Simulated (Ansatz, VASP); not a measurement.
Hf in VASP and in Ansatz

The input INCAR:

```
PREC = Accurate ; ENCUT = 520
EDIFF = 1E-6 ; ISMEAR = 1
SIGMA = 0.2 ; LREAL = F
LASPH = T ; NELM = 80
ALGO = Normal ; ISIF = 2
LWAVE = F ; LCHARG = T
GGA = CA ; LELF = T
LVHAR = T ; NBANDS = 17
```

Contents of KPOINTS:

```
regular mesh
0
Gamma
  12 12 7
```

POSCAR

```
Hf
1.0
    3.1183974891      0.0000000000      0.0000000000
   -1.5591987445      2.7006114446      0.0000000000
    0.0000000000      0.0000000000      4.9475473504
Hf
2
Direct
    0.3333333333      0.6666666667      0.2500000000
    0.6666666667      0.3333333333      0.7500000000
```

Input for Ansatz:

```yaml
crystal:
  lattice:
    - [3.1183974891, 0.0, 0.0]
    - [-1.5591987445, 2.7006114446, 0.0]
    - [0.0, 0.0, 4.9475473504]
  atoms:
    - { symbol: Hf, position: [0.3333333333, 0.6666666667, 0.25] }
    - { symbol: Hf, position: [0.6666666667, 0.3333333333, 0.75] }
hamiltonian:
  xc: lda
  pseudopotentials:
    kind: paw
    azcp:
      Hf: "pseudopotentials/Hf.paw.azcp"
basis:
  ecutwfc: 420
  fft_grid_basis: typed
kpoints:
  mp_grid: { grid: [12, 12, 7], shift: [0, 0, 0] }
magnetization:
  spin_polarized: false
scf:
  occupations: { method: cold, width: 0.2 }
  lower_state_search: "off"
output:
  stress: true
  write_density: true
  write_potential: true
  elf: true
  volumetric_format: npy
```

Alike in both runs: task single point; functional LDA; k mesh 12 × 12 × 7; no spin polarisation.

|  | VASP | Ansatz |
| --- | --- | --- |
| version | VASP 6.6.1 | Ansatz 0.2.0 |
| potentials or method | VASP PAW LDA potentials, release 64 (Hf_pv), cutoff 520 eV | plane waves (420 eV) with PAW, scalar-relativistic |
| occupations | methfessel-paxton of order 1, width 0.2 eV | cold, width 0.2 eV |
| valence electrons in the cell | 20 | 52 |

VASP gave:

- pressure (GPa): 0.1
- traceless stress, the component that is largest in VASP (GPa): -0.19

**Question.** What did Ansatz give for the same quantities?

**Answer.** Pressure (GPa): 0.0; traceless stress, the component that is largest in VASP (GPa): -0.01.

Ansatz warns that its potentials were made for another functional, while VASP's fit it. LDA's correlation is that of Perdew and Zunger in VASP and of Perdew and Wang (1992) in Ansatz. VASP's potentials hold 20 valence electrons a cell and Ansatz's 52, so a difference there can come from the potentials and not from the codes.

Neither program's run includes spin-orbit coupling.
